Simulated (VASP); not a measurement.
# C (R-3m) in VASP: single point with PBEsol

Aim: the single point of C with PBEsol.

Everything below comes from runs of VASP 6.6.1. Logs are shortened: lines on timing, memory, paths and dates and some standing lists are left out, and cuts for length are marked.

### 1 The cell of the first run

It takes space group R-3m (No. 166, trigonal). The conventional cell has a = 2.510 Å, b = 2.510 Å, c = 6.278 Å, α = 90.00°, β = 90.00°, γ = 120.00°. Within 2.1 Å of C (site symmetry 3m) lie 4 C at 1.54 to 1.57 Å.

### 2 Single point, PBEsol

File INCAR:

```
SYSTEM = C
ALGO     = Normal         ! electronic algorithm
EDIFF    = 1E-6           ! SCF threshold, eV
ENCUT    = 600            ! plane-wave cutoff, eV
GGA      = PS             ! functional
GGA_COMPAT= .FALSE.      
ISIF     = 2              ! what is computed and relaxed
ISMEAR   = 0              ! smearing method
LASPH    = .TRUE.         ! aspherical terms in the spheres
LCHARG   = .FALSE.        ! write CHGCAR
LREAL    = .FALSE.        ! projectors in reciprocal space
LWAVE    = .FALSE.        ! write WAVECAR
NBANDS   = 11             ! bands
NELM     = 120            ! most SCF steps
PREC     = Accurate       ! precision mode
SIGMA    = 0.01           ! smearing width, eV
```

File KPOINTS:

```
k-points
0
G
  6 6 6
  0 0 0
```

File POSCAR:

```
C
1.0
    0.0248453269      1.7999465566      1.7999465566
    1.7999465566      0.0248453269      1.7999465566
    1.7999465566      1.7999465566      0.0248453269
C
2
Direct
    0.0000947629      0.0000947629      0.0000947629
    0.2499052371      0.2499052371      0.2499052371
```

Potentials or basis: VASP PAW PBE potentials, release 64 (C).

The run is started by

```bash
> cat potpaw_PBE.64/C/POTCAR > POTCAR
> mpirun -np 1 vasp_std > vasp.out
```

OUTCAR:

```text
SYSTEM = C
   EDIFF = 1E-6
   ENCUT = 600
   GGA = PS
   ISIF = 2
   ISMEAR = 0
   LASPH = .TRUE.
   LREAL = .FALSE.
   NELM = 120
   PREC = Accurate

 ion  position               nearest neighbor table
   1  0.000  0.000  0.000-   2 1.54   2 1.54   2 1.54   2 1.57
   2  0.250  0.250  0.250-   1 1.54   1 1.54   1 1.54   1 1.57

  LATTYP: Found a trigonal (rhomboedric) cell.
 ALAT       =     2.5456300799
 COS(alpha) =     0.5137544256

  Lattice vectors:

 A1 = (   0.0248453269,   1.7999465566,   1.7999465566)
 A2 = (   1.7999465566,   0.0248453269,   1.7999465566)
 A3 = (   1.7999465566,   1.7999465566,   0.0248453269)

Analysis of symmetry for initial positions (statically):
=====================================================================
 Subroutine PRICEL returns:
 Original cell was already a primitive cell.

 Routine SETGRP: Setting up the symmetry group for a
 trigonal (rhombohedral) supercell.

 Subroutine GETGRP returns: Found 12 space group operations
 (whereof  6 operations were pure point group operations)
 out of a pool of 12 trial point group operations.

The static configuration has the point symmetry C_3v.
 The point group associated with its full space group is D_3d.

Analysis of symmetry for dynamics (positions and initial velocities):
=====================================================================
 Subroutine PRICEL returns:
 Original cell was already a primitive cell.

 Routine SETGRP: Setting up the symmetry group for a
 trigonal (rhombohedral) supercell.

 Subroutine GETGRP returns: Found 12 space group operations
 (whereof  6 operations were pure point group operations)
 out of a pool of 12 trial point group operations.

The dynamic configuration has the point symmetry C_3v.
 The point group associated with its full space group is D_3d.

 Subroutine INISYM returns: Found 12 space group operations
 (whereof  6 operations are pure point group operations),
 and found     1 'primitive' translations

----------------------------------------------------------------------------------------

                                     Primitive cell

  volume of cell :      11.4215

  direct lattice vectors                    reciprocal lattice vectors
     0.024845327  1.799946557  1.799946557    -0.283604777  0.279743376  0.279743376
     1.799946557  0.024845327  1.799946557     0.279743376 -0.283604777  0.279743376
     1.799946557  1.799946557  0.024845327     0.279743376  0.279743376 -0.283604777

  length of vectors
     2.545630080  2.545630080  2.545630080     0.486769332  0.486769332  0.486769332

  position of ions in fractional coordinates (direct lattice)
     0.000094763  0.000094763  0.000094763
     0.249905237  0.249905237  0.249905237

  ion indices of the primitive-cell ions
   primitive index   ion index
                 1           1
                 2           2

----------------------------------------------------------------------------------------

 KPOINTS: k-points

Automatic generation of k-mesh.
 Grid dimensions read from file:
 generate k-points for:    6    6    6

 Generating k-lattice:

  Cartesian coordinates                     Fractional coordinates (reciprocal lattice)
    -0.047267463  0.046623896  0.046623896     0.166666667  0.000000000  0.000000000
     0.046623896 -0.047267463  0.046623896     0.000000000  0.166666667  0.000000000
     0.046623896  0.046623896 -0.047267463     0.000000000  0.000000000  0.166666667

  Length of vectors
     0.081128222  0.081128222  0.081128222

  Shift w.r.t. Gamma in fractional coordinates (k-lattice)
     0.000000000  0.000000000  0.000000000

 Subroutine IBZKPT returns following result:
 ===========================================

 Found     32 irreducible k-points:

 Following reciprocal coordinates:
            Coordinates               Weight
  0.000000  0.000000  0.000000      1.000000
  0.166667 -0.000000 -0.000000      6.000000
  0.333333 -0.000000 -0.000000      6.000000
  0.500000 -0.000000 -0.000000      3.000000
  0.166667  0.166667 -0.000000      6.000000
  0.333333  0.166667 -0.000000     12.000000
[... 16 lines left out ...]
  0.500000  0.500000  0.166667      6.000000
 -0.333333  0.500000  0.166667     12.000000
 [... further k-points ...]
   k-points           NKPTS =     32   k-points in BZ     NKDIM =     32   number of bands    NBANDS=     11
   number of dos      NEDOS =    301   number of ions     NIONS =      2
   total plane-waves  NPLWV =   8000
   dimension x,y,z NGX =    20 NGY =   20 NGZ =   20
   dimension x,y,z NGXF=    40 NGYF=   40 NGZF=   40
   ions per type =               2
   NGX,Y,Z   is equivalent  to a cutoff of  13.06, 13.06, 13.06 a.u.
   NGXF,Y,Z  is equivalent  to a cutoff of  26.12, 26.12, 26.12 a.u.
 SYSTEM =  C
   PREC   = accura    normal or accurate (medium, high low for compatibility)
   ISTART =      0    job   : 0-new  1-cont  2-samecut
   ICHARG =      2    charge: 1-file 2-atom 10-const
   ISPIN  =      1    spin polarized calculation?
   LNONCOLLINEAR =      F non collinear calculations
   LSORBIT =      F    spin-orbit coupling
   LASPH  =      T    aspherical Exc in radial PAW
   ENCUT  =  600.0 eV  44.10 Ry    6.64 a.u.   5.08  5.08  5.08*2*pi/ulx,y,z
   NELM   =    120;   NELMIN=  2; NELMDL= -5     # of ELM steps
   EDIFF  = 0.1E-05   stopping-criterion for ELM
   LREAL  =      F    real-space projection
   EDIFFG = 0.1E-04   stopping-criterion for IOM
   NSW    =      0    number of steps for IOM
   IBRION =     -1    ionic relax: 0-MD 1-quasi-New 2-CG
   NFREE  =      0    steps in history (QN), initial steepest desc. (CG)
   ISIF   =      2    stress and relaxation
   ISYM   =      2    0-nonsym 1-usesym 2-fastsym
   POTIM  = 0.5000    time-step for ionic-motion
   TEBEG  =    0.0;   TEEND  =   0.0 temperature during run
   PSTRESS=    0.0 pullay stress
   NELECT =       8.0000    total number of electrons
   NUPDOWN=      -1.0000    fix difference up-down
   EMIN   =  10.00;   EMAX   =-10.00  energy-range for DOS
   EFERMI =   0.00;   METHOD = LEGACY
   ISMEAR =     0;   SIGMA  =   0.01  broadening in eV -4-tet -1-fermi 0-gaus
   EFERMI_NEDOS =   21; number of points for ismear=-14 and -15
   IALGO  =     38    algorithm
   IMIX   =      4    mixing-type and parameters
     AMIX     =   0.40;   BMIX     =  1.00
     AMIX_MAG =   1.60;   BMIX_MAG =  1.00
  volume/ion in A,a.u.               =       5.71        38.54
  Fermi-wavevector in a.u.,A,eV,Ry     =   1.453887  2.747447 28.759806  2.113786
  Thomas-Fermi vector in A             =   2.571101
   LORBIT       =      0    0 simple, 1 ext, 2 COOP (PROOUT), +10 PAW based schemes
   GGA     = PS    functional components
   LHFCALC =     F    Hartree Fock is set to
   AEXX    =    0.0000 exact exchange contribution
   IVDW    =     0    specifies the selected vdW correction
   LEPSILON=     F    determine dielectric tensor
   LRPA    =     F    only Hartree local field effects (RPA)
 non-spin polarized calculation
 Gauss-broadening in eV      SIGMA  =   0.01
  energy-cutoff  :      600.00
  volume of cell :       11.42
 maximum number of plane-waves:       389
   NGX = 11   NGY = 11   NGZ = 11

 number of electron       7.9999999 magnetization

 Free energy of the ion-electron system (eV)
  ---------------------------------------------------
  ext. energy  EPLUGINS =         0.00000000
  ---------------------------------------------------
  free energy    TOTEN  =       -19.22963842 eV

  energy without entropy =      -19.22963842  energy(sigma->0) =      -19.22963842

 E-fermi :   9.7135     XC(G=0): -13.3978

 val. band max:        9.6298558506   @ k =   0.0000   0.0000   0.0000
 cond. band min:      13.6193109397   @ k =   0.3333   0.3333  -0.0000
 fundamental gap:      3.9894550891
 Fermi energy:         9.7135267568

 k-point     1 :       0.0000    0.0000    0.0000
  band No.  band energies     occupation
      1     -11.8199      2.00000
      2       9.5743      2.00000
      3       9.6299      2.00000
      4       9.6299      2.00000
      5      14.7046      0.00000
      6      15.3347      0.00000
      7      15.3347      0.00000
      8      22.8632      0.00000
      9      28.4924      0.00000
     10      36.0115      0.00000
     11      36.0115      0.00000

 k-point     2 :       0.1667   -0.0000   -0.0000
  band No.  band energies     occupation
      1     -11.0469      2.00000
      2       5.9263      2.00000
      3       8.5310      2.00000
      4       8.5763      2.00000
      5      16.1223      0.00000
      6      16.6826      0.00000
      7      16.9467      0.00000
      8      23.4949      0.00000
      9      29.4848      0.00000
     10      31.9518      0.00000
     11      32.3267      0.00000

 k-point     3 :       0.3333   -0.0000   -0.0000
  band No.  band energies     occupation
      1      -8.7756      2.00000
      2       0.3059      2.00000
      3       7.2377      2.00000
      4       7.2448      2.00000
      5      17.4302      0.00000
      6      17.9820      0.00000
      7      18.0720      0.00000
      8      24.6669      0.00000
      9      30.1057      0.00000
     10      32.2861      0.00000
     11      32.8982      0.00000

 k-point     4 :       0.5000   -0.0000   -0.0000
  band No.  band energies     occupation
      1      -5.9298      2.00000
      2      -3.7843      2.00000
      3       6.7398      2.00000
      4       6.7757      2.00000
      5      17.5980      0.00000
      6      18.1307      0.00000
      7      18.3298      0.00000
      8      25.0214      0.00000
      9      31.1036      0.00000
     10      33.5232      0.00000
     11      34.9472      0.00000
[... 239 lines left out ...]
 k-point    22 :      -0.1667    0.3333    0.1667
  band No.  band energies     occupation
      1      -6.8052      2.00000
      2       0.8828      2.00000
      3       2.3276      2.00000
      4       4.7980      2.00000
      5      17.0819      0.00000
      6      19.3229      0.00000
      7      20.7401      0.00000
      8      23.6907      0.00000
      9      30.1216      0.00000
     10      31.4726      0.00000
     11      36.2911      0.00000

 k-point    23 :       0.5000    0.5000    0.1667
  band No.  band energies     occupation
      1      -5.3252      2.00000
      2      -0.4903      2.00000
      3       1.8189      2.00000
      4       4.1266      2.00000
      5      14.9424      0.00000
      6      17.6065      0.00000
      7      24.3781      0.00000
      8      24.9461      0.00000
      9      30.2734      0.00000
     10      32.8081      0.00000
     11      38.3935      0.00000

 k-point    24 :      -0.3333    0.5000    0.1667
  band No.  band energies     occupation
      1      -2.7069      2.00000
      2      -2.4199      2.00000
      3       1.7130      2.00000
      4       1.8505      2.00000
      5      17.3719      0.00000
      6      17.9707      0.00000
      7      23.6845      0.00000
      8      24.2952      0.00000
      9      30.9393      0.00000
     10      31.1538      0.00000
     11      39.7482      0.00000

 [... further k-points ...]
[... 5 lines left out ...]
  --------------------------------------------------------------------------------------
  -------------------------------------------------------------------------------------
  Total       -0.5028616     -0.5028616     -0.5028616     -0.5401119     -0.5401119     -0.5401119
  in kB      -70.5401037    -70.5401037    -70.5401037    -75.7654825    -75.7654825    -75.7654825
  external PRESSURE =     -70.5401037 kB  Pullay stress =       0.0000000 kB

 VOLUME and BASIS-vectors are now :
 -----------------------------------------------------------------------------
  energy-cutoff  :      600.00
  volume of cell :       11.42
      direct lattice vectors                 reciprocal lattice vectors
     0.024845327  1.799946557  1.799946557    -0.283604777  0.279743376  0.279743376
     1.799946557  0.024845327  1.799946557     0.279743376 -0.283604777  0.279743376
     1.799946557  1.799946557  0.024845327     0.279743376  0.279743376 -0.283604777

 POSITION                                       TOTAL-FORCE (eV/Angst)
 -----------------------------------------------------------------------------------
      0.00034      0.00034      0.00034         0.004189      0.004189      0.004189
      0.90584      0.90584      0.90584        -0.004189     -0.004189     -0.004189
 -----------------------------------------------------------------------------------
    total drift:                                0.000000      0.000000      0.000000

  FREE ENERGIE OF THE ION-ELECTRON SYSTEM (eV)
  ---------------------------------------------------
  free  energy   TOTEN  =       -19.2296384204 eV

  energy  without entropy=      -19.2296384204  energy(sigma->0) =      -19.22963842
```

Run time: 3.8 s. Hardware: 1 thread of AMD EPYC 7R13 (Zen 3), shared host; peak memory 0.09 GiB.

What came out:

```
Free energy            : -19.2296 eV
Pressure               : -7.1 GPa
Largest force          : 0.007 eV/Å
Band gap on the k mesh : 3.99 eV, indirect (least direct gap 5.07 eV)
```

Forces in eV/Å, atoms in the order of the input:
```
C    0.004  0.004  0.004
C   -0.004 -0.004 -0.004
```

Caveat: the k points lie up to 0.51 Å⁻¹ apart; the PAW data sets were made with another functional, which shifts forces and pressure a little. A k mesh can miss the band edges.
